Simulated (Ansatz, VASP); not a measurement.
## CaF2 in VASP and in Ansatz

Contents of POSCAR:

```
CaF2
1.0
    0.0000000000      2.7310000000      2.7310000000
    2.7310000000      0.0000000000      2.7310000000
    2.7310000000      2.7310000000      0.0000000000
Ca F
1 2
Direct
    0.0000000000      0.0000000000      0.0000000000
    0.2500000000      0.2500000000      0.2500000000
    0.7500000000      0.7500000000      0.7500000000
```

INCAR.step1

```
PREC = Accurate
ENCUT = 660
ISMEAR = 0
SIGMA = 0.05
LREAL = False
LASPH = True
NELM = 120
NBANDS = 19
GGA = PE
ALGO = Normal
EDIFF = 1E-5
LWAVE = True
LCHARG = False
GGA_COMPAT = False
```

The input INCAR.step2:

```
PREC = Accurate
ENCUT = 660
EDIFF = 1E-6
ISMEAR = 0
SIGMA = 0.05
LREAL = False
LASPH = True
NELM = 120
ALGO = Normal
ISIF = 2
LWAVE = False
LCHARG = False
METAGGA = R2SCAN
LMIXTAU = True
NBANDS = 19
ISTART = 1
GGA_COMPAT = False
```

Contents of KPOINTS:

```
Automatic mesh
0
Gamma
  6 6 6
```

Input for Ansatz:

```yaml
crystal:
  lattice:
    - [0.0, 2.731, 2.731]
    - [2.731, 0.0, 2.731]
    - [2.731, 2.731, 0.0]
  atoms:
    - { symbol: Ca, position: [0.0, 0.0, 0.0] }
    - { symbol: F, position: [0.25, 0.25, 0.25] }
    - { symbol: F, position: [0.75, 0.75, 0.75] }
basis:
  ecutwfc: 520.0
kpoints:
  mp_grid:
    grid: [6, 6, 6]
hamiltonian:
  xc: r2scan
scf:
  occupations:
    method: gaussian
    width: 0.05
output:
  stress: true
```

Alike in both runs: task single point; functional r2SCAN; k mesh 6 × 6 × 6; occupations gaussian, width 0.05 eV; no spin polarisation.

|  | VASP | Ansatz |
| --- | --- | --- |
| version | VASP 6.6.1 | Ansatz 0.2.0 |
| potentials or method | VASP PAW PBE potentials, release 64 (Ca_sv, F), cutoff 660 eV | plane waves, PAW |
| valence electrons in the cell | 24 | 24 |

```tsv
	VASP	Ansatz	Ansatz less VASP
pressure (GPa)	-0.7	-1.1	-0.38
```

VASP's potentials were made for PBE, not for r2SCAN. With one functional, cell and mesh, what is left measures potentials, basis and numerics.
